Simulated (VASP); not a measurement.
Input of a VASP 6.6.1 run:

Contents of INCAR:

```
PREC = Accurate
ENCUT = 520
EDIFF = 1E-6
ISMEAR = -1
SIGMA = 0.002
LREAL = F
LASPH = T
NELM = 100
ALGO = Normal
ISIF = 2
LWAVE = F
LCHARG = T
GGA = PS
LELF = T
LVHAR = T
NBANDS = 84
```

Contents of KPOINTS:

```
Automatic mesh
0
Gamma
  2 2 2
```

POSCAR

```
Zn12H
1.0
    5.3200000000      0.0000000000      0.0000000000
   -3.9900000000      6.9108830000      0.0000000000
    0.0000000000      0.0000000000      4.9369600000
Zn H
12 1
Direct
    0.0024236153     -0.0008537259     -0.0837357402
    0.1667075295      0.2069634228      0.4830097874
    0.0100394821      0.3734110388      0.0343936349
    0.1629145059      0.5450388901      0.4960542520
   -0.0162137104      0.6946724463      0.0400651413
    0.1234639048      0.8667488655      0.5068908802
    0.5155197060     -0.0053972843      0.0156979194
    0.6916810264      0.2178303409      0.5397248509
    0.5137540619      0.3525743382     -0.0283980425
    0.6672586692      0.5383248421      0.4542471480
    0.5185146807      0.6625057898      0.0154345994
    0.6453293999      0.8750256660      0.5205835170
    0.4142107899      0.0747371935      0.2770328299
```

Potentials or basis: VASP PAW PBE potentials, release 64 (Zn, H).

Launch:

```bash
$ cat potpaw_PBE.64/Zn/POTCAR potpaw_PBE.64/H/POTCAR > POTCAR
$ mpirun -np 1 vasp_std > vasp.out
```

Task: What does it give for the largest force?

Result: 1.481 eV/Å.

Task: Predict the pressure.

Result: 0.7 GPa.

Stress tensor (GPa, compression positive):
```
-2.55  2.53 -0.23
 2.53 -5.03  0.00
-0.23  0.00  9.69
```

Caveat: the k points lie up to 0.68 Å⁻¹ apart; the PAW data sets were made with another functional, which shifts forces and pressure a little.
